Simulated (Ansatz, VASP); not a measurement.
## One calculation of MgRe, two programs

```
Mg Re
1.0
     0.00000    3.14764    3.14764
     3.14764    0.00000    3.14764
     3.14764    3.14764    0.00000
Mg Re
2 2
Cartesian
  1.5738 1.5738 1.5738
  0.0000 0.0000 0.0000
  3.1476 3.1476 3.1476
  4.7215 4.7215 4.7215
```

Alike in both runs: task relaxation of cell and atoms; functional PBE; k mesh 10 × 10 × 10; occupations gaussian, width 0.1 eV; no spin polarisation.

|  | VASP | Ansatz |
| --- | --- | --- |
| version | VASP 6.6.1 | Ansatz 0.2.0 |
| potentials or method | VASP PAW PBE potentials, release 64 (Mg, Re), cutoff 600 eV | scalar-relativistic, plane waves, PAW |
| valence electrons in the cell | 18 | 50 |

```csv
,VASP,Ansatz,Ansatz less VASP
"gap on the k mesh at the Fermi level, each at its own relaxed structure (eV)",none,none,-
relaxed volume (Å³/atom),15.56,15.59,+0.038
relaxed length of the cell vector where the two differ most in proportion (Å),4.448,4.451,+0.0036
```

A gap of «none» marks a metal or a gap that the smearing closes. VASP's potentials hold 18 valence electrons a cell and Ansatz's 50, so a difference there can come from the potentials and not from the codes.

Spin-orbit coupling is off throughout.
